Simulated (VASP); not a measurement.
# Pb (P6_3/mmc) in VASP: further runs

Pb is run at these levels: PBE; tasks: single point.

Everything below comes from runs of VASP 6.6.1. Logs are shortened: lines on timing, memory, paths and dates and some standing lists are left out, and cuts for length are marked.

## (1) The cell of the first run

Symmetry: P6_3/mmc, No. 194, hexagonal system. Conventional cell: a = 3.477 Å, b = 3.477 Å, c = 11.340 Å, α = 90.00°, β = 90.00°, γ = 120.00°. Pb (site symmetry -6m2) has 12 Pb at 3.47 to 3.48 Å within 4.6 Å. Within 4.6 Å of Pb (site symmetry -3m) lie 12 Pb at 3.47 to 3.48 Å.

## (2) Single point, PBE

The input, INCAR:

```
  ALGO = Normal
  EDIFF = 1E-6
  ENCUT = 520
  GGA = PE
  ISIF = 2
  ISMEAR = -1
  LASPH = True
  LCHARG = False
  LREAL = False
  LWAVE = False
  NBANDS = 36
  NELM = 100
  PREC = Accurate
  SIGMA = 0.05
```

The input, KPOINTS:

```
k-points
0
Gamma
  9 9 3
```

The input, POSCAR:

```
Pb
1.0
    3.4767337338      0.0000000000      0.0000000000
   -1.7383668669      3.0109397357      0.0000000000
    0.0000000000      0.0000000000     11.3398816597
Pb
4
Direct
    0.6666666667      0.3333333333      0.7500000000
    0.0000000000      0.0000000000      0.5000000000
    0.3333333333      0.6666666667      0.2500000000
    0.0000000000      0.0000000000      0.0000000000
```

Potentials or basis: VASP PAW PBE potentials, release 64 (Pb_d).

Run with:

```
$ cat potpaw_PBE.64/Pb_d/POTCAR > POTCAR
$ mpirun -np 1 vasp_std > vasp.out
```

OUTCAR:

```text
EDIFF = 1E-6
   ENCUT = 520
   GGA = PE
   ISIF = 2
   ISMEAR = -1
   LASPH = True
   LREAL = False
   NELM = 100
   PREC = Accurate

 ion  position               nearest neighbor table
   1  0.667  0.333  0.750-   2 3.47   4 3.47   2 3.47   4 3.47   2 3.47   4 3.47
   2  0.000  0.000  0.500-   1 3.47   3 3.47   1 3.47   3 3.47   1 3.47   3 3.47
   3  0.333  0.667  0.250-   2 3.47   4 3.47   2 3.47   4 3.47   2 3.47   4 3.47
   4  0.000  0.000  0.000-   1 3.47   3 3.47   1 3.47   3 3.47   1 3.47   3 3.47

  LATTYP: Found a hexagonal cell.
 ALAT       =     3.4767337338
 C/A-ratio  =     3.2616480087

  Lattice vectors:

 A1 = (   3.4767337338,   0.0000000000,   0.0000000000)
 A2 = (  -1.7383668669,   3.0109397357,   0.0000000000)
 A3 = (   0.0000000000,   0.0000000000,  11.3398816597)

Analysis of symmetry for initial positions (statically):
=====================================================================
 Subroutine PRICEL returns:
 Original cell was already a primitive cell.

 Routine SETGRP: Setting up the symmetry group for a
 hexagonal supercell.

 Subroutine GETGRP returns: Found 24 space group operations
 (whereof 12 operations were pure point group operations)
 out of a pool of 24 trial point group operations.

The static configuration has the point symmetry D_3d.
 The point group associated with its full space group is D_6h.

Analysis of symmetry for dynamics (positions and initial velocities):
=====================================================================
 Subroutine PRICEL returns:
 Original cell was already a primitive cell.

 Routine SETGRP: Setting up the symmetry group for a
 hexagonal supercell.

 Subroutine GETGRP returns: Found 24 space group operations
 (whereof 12 operations were pure point group operations)
 out of a pool of 24 trial point group operations.

The dynamic configuration has the point symmetry D_3d.
 The point group associated with its full space group is D_6h.

 Subroutine INISYM returns: Found 24 space group operations
 (whereof 12 operations are pure point group operations),
 and found     1 'primitive' translations

----------------------------------------------------------------------------------------

                                     Primitive cell

  volume of cell :     118.7086

  direct lattice vectors                    reciprocal lattice vectors
     3.476733734  0.000000000  0.000000000     0.287626283  0.166061112  0.000000000
    -1.738366867  3.010939736  0.000000000     0.000000000  0.332122224  0.000000000
     0.000000000  0.000000000 11.339881660     0.000000000  0.000000000  0.088184342

  length of vectors
     3.476733734  3.476733734 11.339881660     0.332122224  0.332122224  0.088184342

  position of ions in fractional coordinates (direct lattice)
     0.666666667  0.333333333  0.750000000
     0.000000000  0.000000000  0.500000000
     0.333333333  0.666666667  0.250000000
     0.000000000  0.000000000  0.000000000

  ion indices of the primitive-cell ions
   primitive index   ion index
                 1           1
                 2           2
                 3           3
                 4           4

----------------------------------------------------------------------------------------

 KPOINTS: k-points

Automatic generation of k-mesh.
 Grid dimensions read from file:
 generate k-points for:    9    9    3

 Generating k-lattice:

  Cartesian coordinates                     Fractional coordinates (reciprocal lattice)
     0.031958476  0.018451235  0.000000000     0.111111111  0.000000000  0.000000000
     0.000000000  0.036902469  0.000000000     0.000000000  0.111111111  0.000000000
     0.000000000  0.000000000  0.029394781     0.000000000  0.000000000  0.333333333

  Length of vectors
     0.036902469  0.036902469  0.029394781

  Shift w.r.t. Gamma in fractional coordinates (k-lattice)
     0.000000000  0.000000000  0.000000000

 Subroutine IBZKPT returns following result:
 ===========================================

 Found     24 irreducible k-points:

 Following reciprocal coordinates:
            Coordinates               Weight
  0.000000  0.000000  0.000000      1.000000
  0.111111 -0.000000  0.000000      6.000000
  0.222222 -0.000000  0.000000      6.000000
  0.333333 -0.000000  0.000000      6.000000
  0.444444 -0.000000  0.000000      6.000000
  0.111111  0.111111  0.000000      6.000000
[... 16 lines left out ...]
  0.333333  0.222222  0.333333     24.000000
  0.333333  0.333333  0.333333      4.000000
   k-points           NKPTS =     24   k-points in BZ     NKDIM =     24   number of bands    NBANDS=     36
   number of dos      NEDOS =    301   number of ions     NIONS =      4
   total plane-waves  NPLWV =  65856
   dimension x,y,z NGX =    28 NGY =   28 NGZ =   84
   dimension x,y,z NGXF=    56 NGYF=   56 NGZF=  168
   ions per type =               4
   NGX,Y,Z   is equivalent  to a cutoff of  13.39, 13.39, 12.31 a.u.
   NGXF,Y,Z  is equivalent  to a cutoff of  26.78, 26.78, 24.63 a.u.
 SYSTEM =  unknown system
   PREC   = accura    normal or accurate (medium, high low for compatibility)
   ISTART =      0    job   : 0-new  1-cont  2-samecut
   ICHARG =      2    charge: 1-file 2-atom 10-const
   ISPIN  =      1    spin polarized calculation?
   LNONCOLLINEAR =      F non collinear calculations
   LSORBIT =      F    spin-orbit coupling
   LASPH  =      T    aspherical Exc in radial PAW
   ENCUT  =  520.0 eV  38.22 Ry    6.18 a.u.   6.46  6.46 21.08*2*pi/ulx,y,z
   NELM   =    100;   NELMIN=  2; NELMDL= -5     # of ELM steps
   EDIFF  = 0.1E-05   stopping-criterion for ELM
   LREAL  =      F    real-space projection
   EDIFFG = 0.1E-04   stopping-criterion for IOM
   NSW    =      0    number of steps for IOM
   IBRION =     -1    ionic relax: 0-MD 1-quasi-New 2-CG
   NFREE  =      0    steps in history (QN), initial steepest desc. (CG)
   ISIF   =      2    stress and relaxation
   ISYM   =      2    0-nonsym 1-usesym 2-fastsym
   POTIM  = 0.5000    time-step for ionic-motion
   TEBEG  =    0.0;   TEEND  =   0.0 temperature during run
   PSTRESS=    0.0 pullay stress
   NELECT =      56.0000    total number of electrons
   NUPDOWN=      -1.0000    fix difference up-down
   EMIN   =  10.00;   EMAX   =-10.00  energy-range for DOS
   EFERMI =   0.00;   METHOD = LEGACY
   ISMEAR =    -1;   SIGMA  =   0.05  broadening in eV -4-tet -1-fermi 0-gaus
   EFERMI_NEDOS =   21; number of points for ismear=-14 and -15
   IALGO  =     38    algorithm
   IMIX   =      4    mixing-type and parameters
     AMIX     =   0.40;   BMIX     =  1.00
     AMIX_MAG =   1.60;   BMIX_MAG =  1.00
  volume/ion in A,a.u.               =      29.68       200.27
  Fermi-wavevector in a.u.,A,eV,Ry     =   1.274413  2.408291 22.097607  1.624128
  Thomas-Fermi vector in A             =   2.407182
   LORBIT       =      0    0 simple, 1 ext, 2 COOP (PROOUT), +10 PAW based schemes
   GGA     = PE    functional components
   LHFCALC =     F    Hartree Fock is set to
   AEXX    =    0.0000 exact exchange contribution
   IVDW    =     0    specifies the selected vdW correction
   LEPSILON=     F    determine dielectric tensor
   LRPA    =     F    only Hartree local field effects (RPA)
 non-spin polarized calculation
  energy-cutoff  :      520.00
  volume of cell :      118.71
 maximum number of plane-waves:      3235
 NGX is ok and might be reduce to    28
   NGX = 13   NGY = 13   NGZ = 43

 number of electron      56.0000010 magnetization

 Free energy of the ion-electron system (eV)
  ---------------------------------------------------
  ext. energy  EPLUGINS =         0.00000000
  ---------------------------------------------------
  free energy    TOTEN  =       -14.18875330 eV

  energy without entropy =      -14.18025513  energy(sigma->0) =      -14.18450421

 E-fermi :   7.5144     XC(G=0): -10.2902

 val. band max:        7.4978200676   @ k =   0.3333  -0.0000   0.3333
 cond. band min:       7.6567759969   @ k =   0.4444   0.1111   0.0000
 fundamental gap:      0.1589559293
 Fermi energy:         7.5143915836

 k-point     1 :       0.0000    0.0000    0.0000
  band No.  band energies     occupation
      1      -9.6164      2.00000
      2      -9.6037      2.00000
      3      -9.5797      2.00000
      4      -9.5797      2.00000
      5      -9.5610      2.00000
      6      -9.5590      2.00000
[... 28 lines left out ...]
     35      15.0652      0.00000
     36      15.1884      0.00000

 k-point     2 :       0.1111   -0.0000    0.0000
  band No.  band energies     occupation
      1      -9.6095      2.00000
      2      -9.6055      2.00000
      3      -9.5762      2.00000
      4      -9.5713      2.00000
      5      -9.5637      2.00000
      6      -9.5511      2.00000
[... 28 lines left out ...]
     35      14.9042      0.00000
     36      15.2239      0.00000

 k-point     3 :       0.2222   -0.0000    0.0000
  band No.  band energies     occupation
      1      -9.6496      2.00000
      2      -9.6259      2.00000
      3      -9.5958      2.00000
      4      -9.5673      2.00000
      5      -9.5490      2.00000
      6      -9.5242      2.00000
[... 28 lines left out ...]
     35      13.7265      0.00000
     36      14.6827      0.00000

 k-point     4 :       0.3333   -0.0000    0.0000
  band No.  band energies     occupation
      1      -9.6967      2.00000
      2      -9.6519      2.00000
      3      -9.6406      2.00000
      4      -9.5869      2.00000
      5      -9.5836      2.00000
      6      -9.5437      2.00000
[... 28 lines left out ...]
     35      12.1501      0.00000
     36      13.8127      0.00000

 k-point     5 :       0.4444   -0.0000    0.0000
  band No.  band energies     occupation
      1      -9.7265      2.00000
      2      -9.6756      2.00000
      3      -9.6658      2.00000
      4      -9.6134      2.00000
      5      -9.6010      2.00000
      6      -9.5590      2.00000
[... 655 lines left out ...]
 k-point    22 :       0.2222    0.2222    0.3333
  band No.  band energies     occupation
      1      -9.6289      2.00000
      2      -9.6096      2.00000
      3      -9.6073      2.00000
      4      -9.5850      2.00000
      5      -9.5623      2.00000
      6      -9.5550      2.00000
[... 28 lines left out ...]
     35      12.4501      0.00000
     36      12.4906      0.00000

 k-point    23 :       0.3333    0.2222    0.3333
  band No.  band energies     occupation
      1      -9.6439      2.00000
      2      -9.6357      2.00000
      3      -9.5903      2.00000
      4      -9.5818      2.00000
      5      -9.5595      2.00000
      6      -9.5526      2.00000
[... 28 lines left out ...]
     35      11.1801      0.00000
     36      11.8485      0.00000

 k-point    24 :       0.3333    0.3333    0.3333
  band No.  band energies     occupation
      1      -9.6354      2.00000
      2      -9.6354      2.00000
      3      -9.6003      2.00000
      4      -9.5623      2.00000
      5      -9.5175      2.00000
      6      -9.5175      2.00000
[... 28 lines left out ...]
     35      10.5755      0.00000
     36      11.4713      0.00000

------------------------ aborting loop because EDIFF is reached ----------------------------------------

  FORCE on cell =-STRESS in cart. coord.  units (eV):
  Direction    XX          YY          ZZ          XY          YZ          ZX
  --------------------------------------------------------------------------------------
  -------------------------------------------------------------------------------------
  Total        2.2800663      2.2800663      2.7068161      0.0000000     -0.0000000     -0.0000000
  in kB       30.7734400     30.7734400     36.5331660      0.0000000     -0.0000000     -0.0000000
  external PRESSURE =      32.6933487 kB  Pullay stress =       0.0000000 kB

 VOLUME and BASIS-vectors are now :
 -----------------------------------------------------------------------------
  energy-cutoff  :      520.00
  volume of cell :      118.71
      direct lattice vectors                 reciprocal lattice vectors
     3.476733734  0.000000000  0.000000000     0.287626283  0.166061112  0.000000000
    -1.738366867  3.010939736  0.000000000     0.000000000  0.332122224  0.000000000
     0.000000000  0.000000000 11.339881660     0.000000000  0.000000000  0.088184342

 POSITION                                       TOTAL-FORCE (eV/Angst)
 -----------------------------------------------------------------------------------
      1.73837      1.00365      8.50491        -0.000000      0.000000     -0.000000
      0.00000      0.00000      5.66994        -0.000000      0.000000     -0.000000
     -0.00000      2.00729      2.83497         0.000000     -0.000000      0.000000
      0.00000      0.00000      0.00000        -0.000000      0.000000     -0.000000
 -----------------------------------------------------------------------------------
    total drift:                                0.000000     -0.000000      0.000000

  FREE ENERGIE OF THE ION-ELECTRON SYSTEM (eV)
  ---------------------------------------------------
  free  energy   TOTEN  =       -14.1887533008 eV

  energy  without entropy=      -14.1802551274  energy(sigma->0) =      -14.18450421
```

It took 3.2 min on 1 thread of Intel Xeon Platinum 8488C (Sapphire Rapids), shared host; peak memory 0.27 GiB.

Results:

- Free energy: -14.1888 eV
- Pressure: 3.3 GPa
- Band gap on the k mesh: zero (band 28 reaches 13.31 eV, above the bottom of band 29 at 5.39 eV)

Caveat: spin-orbit coupling is left out, which moves the levels of the heavy elements.

## (3) Single point, PBE

This run uses another cell than the first one, of 30.30 Å³/atom, 1.021 times its volume.

The input, INCAR:

```
SYSTEM = Pb
PREC = Accurate
ENCUT = 520
EDIFF = 1E-6
ISMEAR = -1
SIGMA = 0.05
LREAL = .FALSE.
LASPH = .TRUE.
NELM = 100
ALGO = Normal
ISIF = 2
LWAVE = .FALSE.
LCHARG = .TRUE.
GGA = PE
LELF = .TRUE.
LVHAR = .TRUE.
NBANDS = 36
```

The input, KPOINTS:

```
regular mesh
0
G
  9 9 3
  0 0 0
```

The input, POSCAR:

```
Pb
1.0
    3.5007119655      0.0000000000      0.0000000000
   -1.7503559828      3.0317054935      0.0000000000
    0.0000000000      0.0000000000     11.4180902115
Pb
4
Direct
    0.6666666667      0.3333333333      0.7500000000
    0.0000000000      0.0000000000      0.5000000000
    0.3333333333      0.6666666667      0.2500000000
    0.0000000000      0.0000000000      0.0000000000
```

Potentials or basis: VASP PAW PBE potentials, release 64 (Pb_d).

Run with:

```
$ cat potpaw_PBE.64/Pb_d/POTCAR > POTCAR
$ mpirun -np 1 vasp_std > vasp.out
```

Wall time 3 min (1 thread of Intel Xeon Platinum 8488C (Sapphire Rapids), shared host); peak memory 0.27 GiB.

It converged, with:

* Free energy: -14.2319 eV
* Pressure: 2.2 GPa
* Band gap on the k mesh: zero (band 28 reaches 12.96 eV, above the bottom of band 29 at 5.21 eV)

Stress tensor (GPa, compression positive):
```
2.00 0.00 0.00
0.00 2.00 0.00
0.00 0.00 2.52
```

Levels at points of the mesh, in eV from the Fermi level:
| k point | band 26 | band 27 | band 28 | band 29 | band 30 | band 31 |
| --- | --- | --- | --- | --- | --- | --- |
| (0.00, 0.00, 0.00) | 0.78 | 0.79 | 5.58 | 5.58 | 6.37 | 6.37 |

Caveat: spin-orbit coupling is left out, which moves the levels of the heavy elements.
